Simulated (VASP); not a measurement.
# Rb4Ag12Se7 (a cell with a defect) in VASP: single point with LDA

Aim: the single point of Rb4Ag12Se7 (a cell with a defect) with LDA.

Program: VASP 6.6.1. These are calculated values, not measurements. Logs are shortened: lines on timing, memory, paths and dates and some standing lists are left out, and cuts for length are marked.

### 1 The cell of the first run

The cell holds a defect, 23 atoms: a = 8.747 Å, b = 8.549 Å, c = 8.787 Å, α = 66.92°, β = 90.00°, γ = 104.82°.

### 2 Single point, LDA

Contents of INCAR:

```
PREC = Accurate
ENCUT = 520
EDIFF = 1E-6
ISMEAR = -1
SIGMA = 0.05
LREAL = Auto
LASPH = T
NELM = 100
ALGO = Normal
ISIF = 2
LWAVE = F
LCHARG = F
GGA = CA
NBANDS = 122
```

Contents of KPOINTS:

```
Automatic mesh
0
Gamma
  2 2 2
```

Contents of POSCAR:

```
Rb4Ag12Se7
1.0
   -0.0000002600      8.7474980000     -0.0000001200
    8.2641720700     -2.1868742500      0.0000000300
    3.5628630000      0.0000000000     -8.0324830000
Ag Se Rb
12 7 4
Direct
    0.0258682065      0.0870978681      0.5834622992
    0.5126739193      0.9060105234      0.3999598836
    0.2822369702      0.0758801436      0.3590630654
    0.2197250692      0.8123670592      0.6625095874
    0.3248349744      0.3486607833      0.4823422560
    0.2160312594      0.6600649348      0.4447324686
    0.5244138544      0.1276169138      0.5771799257
    0.9689026609      0.8160035213      0.4569773641
    0.7898517366      0.1783154594      0.3732805797
    0.7121538282      0.8217062267      0.6582081704
    0.8604245238      0.4315272363      0.5233013141
    0.6137385297      0.5946809977      0.4888672586
    0.2570935890      0.0478846261      0.7806340792
   -0.1500500436      1.0032385464      0.2246600520
    0.0916682411      0.4395971813      0.3206034799
    0.4133182200      0.6008495016      0.7052276324
    0.7577331388      0.0694640381      0.7597559697
    0.6048748195      0.4283635759      0.2992292595
    0.8746071124      0.5791114723      0.7439304773
    0.0740602340      0.2964760086      0.8832007488
    0.4265598269      0.7308564873      0.0368084154
    0.5528152043      0.2516842906      0.9639839812
    0.9253000665      0.7460454028      0.0447083313
```

Potentials or basis: VASP PAW LDA potentials, release 64 (Ag, Se, Rb_sv).

On the command line:

```
cat potpaw_LDA.64/Ag/POTCAR potpaw_LDA.64/Se/POTCAR potpaw_LDA.64/Rb_sv/POTCAR > POTCAR
mpirun -np 1 vasp_std > vasp.out
```

OUTCAR:

```text
PREC = Accurate
   ENCUT = 520
   EDIFF = 1E-6
   ISMEAR = -1
   LREAL = Auto
   LASPH = T
   NELM = 100
   ISIF = 2
   GGA = CA

 ion  position               nearest neighbor table
   1  0.026  0.087  0.583-  13 2.66  17 2.75   9 2.82   5 2.84   8 2.88  15 2.90  10 2.96   3 3.03
                             4 3.10  11 3.46  20 3.69  23 3.89
   2  0.513  0.906  0.400-   3 2.72   6 2.81   9 2.83  12 2.84  10 2.84  16 2.85   7 2.87  14 3.08
                             4 3.17  22 3.76  21 4.02
   3  0.282  0.076  0.359-   4 2.67   2 2.72   5 2.88   7 2.92   8 2.93   1 3.03   6 3.22  22 3.74
                            20 4.46
   4  0.220  0.812  0.663-  13 2.56   3 2.67   6 2.70  16 2.70   8 2.84  19 3.07   1 3.10   7 3.11
                             2 3.17  21 3.66  20 3.91  23 4.00
   5  0.325  0.349  0.482-  15 2.59  18 2.71   7 2.79  13 2.79   1 2.84  12 2.86   3 2.88   6 2.95
                            21 3.91  20 3.96  22 4.55
   6  0.216  0.660  0.445-  15 2.55   4 2.70   2 2.81  16 2.83   8 2.84   5 2.95  11 3.13   3 3.22
                            21 3.79  20 3.83  23 4.28
   7  0.524  0.128  0.577-  17 2.62  18 2.69  13 2.71   9 2.77   5 2.79   2 2.87   3 2.92   4 3.11
                            11 3.28  10 3.28  22 3.93  21 4.04
   8  0.969  0.816  0.457-  14 2.47  19 2.51   6 2.84   4 2.84   1 2.88  10 2.88   3 2.93  11 2.99
                            12 3.14  23 3.90
   9  0.790  0.178  0.373-  14 2.48   7 2.77   1 2.82   2 2.83  18 2.88  15 2.89  11 2.89  10 3.00
                            17 3.14  22 4.07  23 4.40  20 4.59
  10  0.712  0.822  0.658-  17 2.55  19 2.68  16 2.73   2 2.84  12 2.85   8 2.88   1 2.96   9 3.00
                             7 3.28  23 3.78  21 3.86  22 4.38
  11  0.860  0.432  0.523-  15 2.66  19 2.68  12 2.81  17 2.87   9 2.89  18 2.98   8 2.99   6 3.13
                             7 3.28   1 3.46  20 3.62  23 3.95  22 4.22
  12  0.614  0.595  0.489-  18 2.57  16 2.61  11 2.81   2 2.84  10 2.85   5 2.86   8 3.14  19 3.19
                            22 3.99  21 4.14  23 4.31
  13  0.257  0.048  0.781-   4 2.56   1 2.66   7 2.71   5 2.79  20 3.34  21 3.45  23 3.46  22 3.50

  14  0.850  0.003  0.225-   8 2.47   9 2.48   2 3.08  20 3.27  23 3.35  22 3.94
  15  0.092  0.440  0.321-   6 2.55   5 2.59  11 2.66   9 2.89   1 2.90  23 3.44  21 3.52
  16  0.413  0.601  0.705-  12 2.61   4 2.70  10 2.73   6 2.83   2 2.85  20 3.30  22 3.48  21 3.49

  17  0.758  0.069  0.760-  10 2.55   7 2.62   1 2.75  11 2.87   9 3.14  20 3.39  22 3.53  23 3.56
                            21 3.59
  18  0.605  0.428  0.299-  12 2.57   7 2.69   5 2.71   9 2.88  11 2.98  23 3.40  21 3.44  22 3.78

  19  0.875  0.579  0.744-   8 2.51  10 2.68  11 2.68   4 3.07  12 3.19  20 3.20  22 3.35  23 3.44

  20  0.074  0.296  0.883-  19 3.20  14 3.27  16 3.30  13 3.34  17 3.39  11 3.62   1 3.69   6 3.83
                             4 3.91   5 3.96  23 4.18  22 4.34   3 4.46  22 4.51   9 4.59  21 4.82
  21  0.427  0.731  0.037-  18 3.44  13 3.45  16 3.49  15 3.52  17 3.59   4 3.66   6 3.79  10 3.86
                             5 3.91   2 4.02   7 4.04  22 4.09  12 4.14  23 4.33  23 4.42  22 4.77
  22  0.553  0.252  0.964-  19 3.35  16 3.48  13 3.50  17 3.53   3 3.74   2 3.76  18 3.78   7 3.93
                            14 3.94  12 3.99   9 4.07  21 4.09  11 4.22  20 4.34  10 4.38  20 4.51
  23  0.925  0.746  0.045-  14 3.35  18 3.40  15 3.44  19 3.44  13 3.46  17 3.56  10 3.78   1 3.89
                             8 3.90  11 3.95   4 4.00  20 4.18   6 4.28  12 4.31  21 4.33   9 4.40

  LATTYP: Found a triclinic cell.
 ALAT       =    19.5777848873
 B/A-ratio  =     1.0903423691
 C/A-ratio  =     1.1847236014
 COS(alpha) =     0.0039194406
 COS(beta)  =     0.6576895085
 COS(gamma) =     0.7534753679

  Lattice vectors:

 A1 = (  -3.5628624800, -17.4949960000,   8.0324832400)
 A2 = (   8.2641725900, -19.6818702500,   0.0000002700)
 A3 = ( -15.3898978100,  -6.5606237500,  16.0649660900)

Analysis of symmetry for initial positions (statically):
=====================================================================
 Subroutine PRICEL returns:
 Original cell was already a primitive cell.

 Routine SETGRP: Setting up the symmetry group for a
 triclinic supercell.

 Subroutine GETGRP returns: Found  1 space group operations
 (whereof  1 operations were pure point group operations)
 out of a pool of  2 trial point group operations.

The static configuration has the point symmetry C_1 .

Analysis of symmetry for dynamics (positions and initial velocities):
=====================================================================
 Subroutine PRICEL returns:
 Original cell was already a primitive cell.

 Routine SETGRP: Setting up the symmetry group for a
 triclinic supercell.

 Subroutine GETGRP returns: Found  1 space group operations
 (whereof  1 operations were pure point group operations)
 out of a pool of  2 trial point group operations.

The dynamic configuration has the point symmetry C_1 .

 Subroutine INISYM returns: Found  1 space group operations
 (whereof  1 operations are pure point group operations),
 and found     1 'primitive' translations

----------------------------------------------------------------------------------------

                                     Primitive cell

  volume of cell :     580.6748

  direct lattice vectors                    reciprocal lattice vectors
    -0.000000260  8.747498000 -0.000000120     0.030251061  0.114318404  0.013418066
     8.264172070 -2.186874250  0.000000030     0.121004258  0.000000004  0.053672270
     3.562863000  0.000000000 -8.032483000     0.000000000 -0.000000002 -0.124494506

  length of vectors
     8.747498000  8.548623222  8.787193858     0.119012053  0.132373498  0.124494506

  position of ions in fractional coordinates (direct lattice)
     0.025868207  0.087097868  0.583462299
     0.512673919  0.906010523  0.399959884
     0.282236970  0.075880144  0.359063065
     0.219725069  0.812367059  0.662509587
     0.324834974  0.348660783  0.482342256
     0.216031259  0.660064935  0.444732469
[... 15 lines left out ...]
     0.552815204  0.251684291  0.963983981
     0.925300067  0.746045403  0.044708331

  ion indices of the primitive-cell ions
   primitive index   ion index
                 1           1
                 2           2
                 3           3
                 4           4
                 5           5
                 6           6
[... 15 lines left out ...]
                22          22
                23          23

----------------------------------------------------------------------------------------

 KPOINTS: Automatic mesh

Automatic generation of k-mesh.
 Grid dimensions read from file:
 generate k-points for:    2    2    2

 Generating k-lattice:

  Cartesian coordinates                     Fractional coordinates (reciprocal lattice)
     0.015125530  0.057159202  0.006709033     0.500000000  0.000000000  0.000000000
     0.060502129  0.000000002  0.026836135     0.000000000  0.500000000  0.000000000
     0.000000000 -0.000000001 -0.062247253    -0.000000000  0.000000000  0.500000000

  Length of vectors
     0.059506026  0.066186749  0.062247253

  Shift w.r.t. Gamma in fractional coordinates (k-lattice)
     0.000000000  0.000000000  0.000000000

 Subroutine IBZKPT returns following result:
 ===========================================

 Found      8 irreducible k-points:

 Following reciprocal coordinates:
            Coordinates               Weight
  0.000000  0.000000  0.000000      1.000000
  0.500000  0.000000  0.000000      1.000000
  0.000000  0.500000  0.000000      1.000000
  0.500000  0.500000 -0.000000      1.000000
 -0.000000  0.000000  0.500000      1.000000
  0.500000 -0.000000  0.500000      1.000000
 -0.000000  0.500000  0.500000      1.000000
  0.500000  0.500000  0.500000      1.000000
   k-points           NKPTS =      8   k-points in BZ     NKDIM =      8   number of bands    NBANDS=    122
   number of dos      NEDOS =    301   number of ions     NIONS =     23
   total plane-waves  NPLWV = 313600
   dimension x,y,z NGX =    70 NGY =   64 NGZ =   70
   dimension x,y,z NGXF=   140 NGYF=  128 NGZF=  140
   ions per type =              12   7   4
   NGX,Y,Z   is equivalent  to a cutoff of  13.30, 12.45, 13.24 a.u.
   NGXF,Y,Z  is equivalent  to a cutoff of  26.61, 24.89, 26.49 a.u.
 SYSTEM =  unknown system
   PREC   = accura    normal or accurate (medium, high low for compatibility)
   ISTART =      0    job   : 0-new  1-cont  2-samecut
   ICHARG =      2    charge: 1-file 2-atom 10-const
   ISPIN  =      1    spin polarized calculation?
   LNONCOLLINEAR =      F non collinear calculations
   LSORBIT =      F    spin-orbit coupling
   LASPH  =      T    aspherical Exc in radial PAW
   ENCUT  =  520.0 eV  38.22 Ry    6.18 a.u.  16.26 15.89 16.34*2*pi/ulx,y,z
   NELM   =    100;   NELMIN=  2; NELMDL= -5     # of ELM steps
   EDIFF  = 0.1E-05   stopping-criterion for ELM
   LREAL  =      T    real-space projection
   EDIFFG = 0.1E-04   stopping-criterion for IOM
   NSW    =      0    number of steps for IOM
   IBRION =     -1    ionic relax: 0-MD 1-quasi-New 2-CG
   NFREE  =      0    steps in history (QN), initial steepest desc. (CG)
   ISIF   =      2    stress and relaxation
   ISYM   =      2    0-nonsym 1-usesym 2-fastsym
   POTIM  = 0.5000    time-step for ionic-motion
   TEBEG  =    0.0;   TEEND  =   0.0 temperature during run
   PSTRESS=    0.0 pullay stress
   NELECT =     210.0000    total number of electrons
   NUPDOWN=      -1.0000    fix difference up-down
   EMIN   =  10.00;   EMAX   =-10.00  energy-range for DOS
   EFERMI =   0.00;   METHOD = LEGACY
   ISMEAR =    -1;   SIGMA  =   0.05  broadening in eV -4-tet -1-fermi 0-gaus
   EFERMI_NEDOS =   21; number of points for ismear=-14 and -15
   IALGO  =     38    algorithm
   IMIX   =      4    mixing-type and parameters
     AMIX     =   0.40;   BMIX     =  1.00
     AMIX_MAG =   1.60;   BMIX_MAG =  1.00
  volume/ion in A,a.u.               =      25.25       170.37
  Fermi-wavevector in a.u.,A,eV,Ry     =   1.166372  2.204123 18.509674  1.360423
  Thomas-Fermi vector in A             =   2.302886
   LORBIT       =      0    0 simple, 1 ext, 2 COOP (PROOUT), +10 PAW based schemes
   GGA     = CA    functional components
   LHFCALC =     F    Hartree Fock is set to
   AEXX    =    0.0000 exact exchange contribution
   IVDW    =     0    specifies the selected vdW correction
   LEPSILON=     F    determine dielectric tensor
   LRPA    =     F    only Hartree local field effects (RPA)
 non-spin polarized calculation
  energy-cutoff  :      520.00
  volume of cell :      580.67
 maximum number of plane-waves:     15676
 NGX is ok and might be reduce to    70
   NGX = 33   NGY = 31   NGZ = 33

 number of electron     210.0000012 magnetization

 Free energy of the ion-electron system (eV)
  ---------------------------------------------------
  ext. energy  EPLUGINS =         0.00000000
  ---------------------------------------------------
  free energy    TOTEN  =       -85.38528773 eV

  energy without entropy =      -85.38409673  energy(sigma->0) =      -85.38469223

 E-fermi :   3.8547     XC(G=0):  -9.8451

 val. band max:        3.5499301043   @ k =   0.0000   0.0000   0.0000
 cond. band min:       4.1040127599   @ k =   0.5000   0.0000   0.0000
 fundamental gap:      0.5540826557
 Fermi energy:         3.8547341646

 k-point     1 :       0.0000    0.0000    0.0000
  band No.  band energies     occupation
      1     -23.1974      2.00000
      2     -23.1656      2.00000
      3     -22.9176      2.00000
      4     -22.8641      2.00000
      5      -9.3402      2.00000
      6      -9.1679      2.00000
[... 109 lines left out ...]
    116       7.0240      0.00000
    117       7.2482      0.00000
[... 838 lines left out ...]
    116       7.0745      0.00000
    117       7.2474      0.00000
 [bands above 117 left out]

------------------------ aborting loop because EDIFF is reached ----------------------------------------

  FORCE on cell =-STRESS in cart. coord.  units (eV):
  Direction    XX          YY          ZZ          XY          YZ          ZX
  --------------------------------------------------------------------------------------
  -------------------------------------------------------------------------------------
  Total       -7.5352387     -9.3253276     -4.3705354     -1.6534068     -1.9508998      0.5570737
  in kB      -20.7909618    -25.7301114    -12.0590254     -4.5620210     -5.3828531      1.5370579
  external PRESSURE =     -19.5266996 kB  Pullay stress =       0.0000000 kB

 VOLUME and BASIS-vectors are now :
 -----------------------------------------------------------------------------
  energy-cutoff  :      520.00
  volume of cell :      580.67
      direct lattice vectors                 reciprocal lattice vectors
    -0.000000260  8.747498000 -0.000000120     0.030251061  0.114318404  0.013418066
     8.264172070 -2.186874250  0.000000030     0.121004258  0.000000004  0.053672270
     3.562863000  0.000000000 -8.032483000     0.000000000 -0.000000002 -0.124494506

 POSITION                                       TOTAL-FORCE (eV/Angst)
 -----------------------------------------------------------------------------------
      2.79859      0.03581     -4.68665         0.029367      0.012560      0.008283
      8.91243      2.50328     -3.21267         0.028885      0.044850      0.033788
      1.90638      2.30293     -2.88417        -0.108669     -0.061639     -0.048207
      9.07397      0.14550     -5.32160        -0.075483     -0.030044     -0.060040
      4.59991      2.07902     -3.87441        -0.025190     -0.005093      0.020204
      7.03941      0.44625     -3.57231         0.074919      0.015692      0.100529
[... 15 lines left out ...]
      5.51451      4.28535     -7.74319         0.019533      0.115213      0.027775
      6.32474      6.46255     -0.35912        -0.022975      0.024743      0.005102
 -----------------------------------------------------------------------------------
    total drift:                                0.007260      0.016309     -0.002779

  FREE ENERGIE OF THE ION-ELECTRON SYSTEM (eV)
  ---------------------------------------------------
  free  energy   TOTEN  =       -85.3852877343 eV

  energy  without entropy=      -85.3840967286  energy(sigma->0) =      -85.38469223
```

Wall time 34 min (1 thread of Intel Xeon 8259CL, shared host); peak memory 0.72 GiB.

Results:

```yaml
Free_energy: -85.3853 eV
Pressure: -2.0 GPa
Largest_force: 0.716 eV/Å
Band_gap_on_the_k_mesh: 0.55 eV
```

Forces on the atoms (eV/Å):
```
Ag   0.029  0.013  0.008
Ag   0.029  0.045  0.034
Ag  -0.109 -0.062 -0.048
Ag  -0.075 -0.030 -0.060
Ag  -0.025 -0.005  0.020
Ag   0.075  0.016  0.101
Ag  -0.009 -0.113 -0.147
Ag   0.065  0.041  0.097
Ag   0.279 -0.118 -0.078
Ag  -0.034  0.026  0.017
Ag   0.075  0.075 -0.040
Ag  -0.010  0.023  0.079
Se  -0.015  0.032 -0.028
Se  -0.183 -0.692  0.023
Se  -0.018  0.003  0.031
Se  -0.009  0.097  0.008
Se   0.006  0.049  0.039
Se  -0.132  0.108 -0.030
Se   0.060  0.189  0.026
Rb  -0.005  0.095 -0.082
Rb   0.008  0.070 -0.004
Rb   0.020  0.115  0.028
Rb  -0.023  0.025  0.005
```

Stress tensor (GPa, compression positive):
```
-2.08 -0.46  0.15
-0.46 -2.57 -0.54
 0.15 -0.54 -1.21
```
